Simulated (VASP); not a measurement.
# Sn (I4/mmm) in VASP: further runs, part 2 of 3

VASP 6.6.1.

### Step 3. Electric field gradients, PBE (volume scaled by 0.97)

Contents of INCAR:

```
ALGO     = Normal         # electronic algorithm
EDIFF    = 1E-8           # SCF threshold, eV
ENCUT    = 520            # plane-wave cutoff, eV
GGA      = PE             # functional
ISIF     = 2              # what is computed and relaxed
ISMEAR   = -1             # smearing method
LASPH    = T              # aspherical terms in the spheres
LCHARG   = F              # write CHGCAR
LEFG     = T            
LREAL    = F              # projectors in reciprocal space
LWAVE    = F              # write WAVECAR
NBANDS   = 13             # bands
NELM     = 80             # most SCF steps
PREC     = Accurate       # precision mode
SIGMA    = 0.05           # smearing width, eV
```

Contents of KPOINTS:

```
k-points
0
Gamma
  16 16 16
```

Contents of POSCAR:

```
Sn
1.0
   -2.0086911468      2.0086911468      1.6439834892
    2.0086911468     -2.0086911468      1.6439834892
    2.0086911468      2.0086911468     -1.6439834892
Sn
1
Direct
    0.0000000000      0.0000000000      0.0000000000
```

Potentials or basis: VASP PAW PBE potentials, release 64 (Sn_d).

Started as:

```sh
$ cat potpaw_PBE.64/Sn_d/POTCAR > POTCAR
$ mpirun -np 1 vasp_std > vasp.out
```

OUTCAR:

```text
EDIFF = 1E-8
   ENCUT = 520
   GGA = PE
   ISIF = 2
   ISMEAR = -1
   LASPH = T
   LREAL = F
   NELM = 80
   PREC = Accurate

 ion  position               nearest neighbor table
   1  0.000  0.000  0.000-

  LATTYP: Found a body centered tetragonal cell.
 ALAT       =     4.0173822936
 C/A-ratio  =     0.8184351745

  Lattice vectors:

 A1 = (  -2.0086911468,   2.0086911468,   1.6439834892)
 A2 = (   2.0086911468,  -2.0086911468,   1.6439834892)
 A3 = (   2.0086911468,   2.0086911468,  -1.6439834892)

Analysis of symmetry for initial positions (statically):
=====================================================================
 Subroutine PRICEL returns:
 Original cell was already a primitive cell.

 Routine SETGRP: Setting up the symmetry group for a
 body centered tetragonal supercell.

 Subroutine GETGRP returns: Found 16 space group operations
 (whereof 16 operations were pure point group operations)
 out of a pool of 16 trial point group operations.

The static configuration has the point symmetry D_4h.

Analysis of symmetry for dynamics (positions and initial velocities):
=====================================================================
 Subroutine PRICEL returns:
 Original cell was already a primitive cell.

 Routine SETGRP: Setting up the symmetry group for a
 body centered tetragonal supercell.

 Subroutine GETGRP returns: Found 16 space group operations
 (whereof 16 operations were pure point group operations)
 out of a pool of 16 trial point group operations.

The dynamic configuration has the point symmetry D_4h.

[... 151 lines left out ...]
  band No.  band energies     occupation
      1     -13.2286      2.00000
      2     -13.1430      2.00000
      3     -13.1430      2.00000
      4     -13.1395      2.00000
      5     -13.0182      2.00000
      6      -2.9085      2.00000
      7      15.3227      0.00000
      8      15.3227      0.00000
      9      18.0440      0.00000
     10      18.7740      0.00000
     11      19.9658      0.00000
     12      21.0002      0.00000
     13      21.0002      0.00000
[... 354 lines left out ...]
  band No.  band energies     occupation
      1     -13.2242      2.00000
      2     -13.1440      2.00000
      3     -13.1413      2.00000
      4     -13.1365      2.00000
      5     -13.0201      2.00000
      6      -2.8332      2.00000
      7      14.3012      0.00000
      8      15.3805      0.00000
      9      17.7753      0.00000
     10      19.2101      0.00000
     11      20.2149      0.00000
     12      20.7659      0.00000
     13      21.3767      0.00000

 [... further k-points ...]
[... 5 lines left out ...]
  --------------------------------------------------------------------------------------
  -------------------------------------------------------------------------------------
  Total        0.3761388      0.3761388      0.5534678      0.0000000     -0.0000000      0.0000000
  in kB       22.7130244     22.7130244     33.4209811      0.0000000     -0.0000000      0.0000000
  external PRESSURE =      26.2823433 kB  Pullay stress =       0.0000000 kB

 VOLUME and BASIS-vectors are now :
 -----------------------------------------------------------------------------
  energy-cutoff  :      520.00
  volume of cell :       26.53
      direct lattice vectors                 reciprocal lattice vectors
    -2.008691147  2.008691147  1.643983489     0.000000000  0.248918307  0.304139308
     2.008691147 -2.008691147  1.643983489     0.248918307  0.000000000  0.304139308
     2.008691147  2.008691147 -1.643983489     0.248918307  0.248918307  0.000000000

 POSITION                                       TOTAL-FORCE (eV/Angst)
 -----------------------------------------------------------------------------------
      0.00000      0.00000      0.00000        -0.000000      0.000000      0.000000
 -----------------------------------------------------------------------------------
    total drift:                                0.000000      0.000000      0.000000

  FREE ENERGIE OF THE ION-ELECTRON SYSTEM (eV)
  ---------------------------------------------------
  free  energy   TOTEN  =        -3.7740055312 eV

  energy  without entropy=       -3.7697784962  energy(sigma->0) =       -3.77189201

 Electric field gradients (V/A^2)
---------------------------------------------------------------------
 ion       V_xx      V_yy      V_zz      V_xy      V_xz      V_yz
---------------------------------------------------------------------
   1      -5.695    -5.695    11.390     0.000    -0.000    -0.000
---------------------------------------------------------------------

 Electric field gradients after diagonalization (V/A^2)
 (convention: |V_zz| > |V_xx| > |V_yy|)
----------------------------------------------------------------------
 ion       V_xx      V_yy      V_zz     asymmetry (V_yy - V_xx)/ V_zz
----------------------------------------------------------------------
   1      -5.695    -5.695    11.390       0.000
----------------------------------------------------------------------

           NMR quadrupolar parameters

 Cq : quadrupolar parameter    Cq=e*Q*V_zz/h
 eta: asymmetry parameters     (V_yy - V_xx)/ V_zz
 Q  : nuclear electric quadrupole moment in mb (millibarn)
----------------------------------------------------------------------
 ion       Cq(MHz)       eta       Q (mb)
----------------------------------------------------------------------
   1       0.028       0.000       1.000
----------------------------------------------------------------------
```

stdout:

```text
POSCAR found type information on POSCAR Sn
 POSCAR found :  1 types and       1 ions
 scaLAPACK will be used
 LDA part: xc-table for (Slater+PW92), standard interpolation
 POSCAR, INCAR and KPOINTS ok, starting setup
 FFT: planning ... GRIDC
 FFT: planning ... GRID_SOFT
 FFT: planning ... GRID
 WAVECAR not read
 entering main loop
ion   1
```

Run time: 44 s. Hardware: 1 thread of Intel Xeon Platinum 8488C (Sapphire Rapids), shared host; peak memory 0.22 GiB.

What came out:

```
Free energy            : -3.7740 eV
Pressure               : 2.6 GPa
Band gap on the k mesh : zero (band 7 reaches 15.32 eV, above the bottom of band 8 at 6.15 eV)
```

Electric field gradients, principal values (V/Å²):
```csv
atom,least,middle,greatest (by size)
1 Sn,-5.695,-5.695,11.390
```

Caveat: without QUAD_EFG the Cq values of the log hold for a quadrupole moment of 1 mb, not for the nuclei; spin-orbit coupling is left out, which moves the levels of the heavy elements.

(Continued in part 3 of 3.)
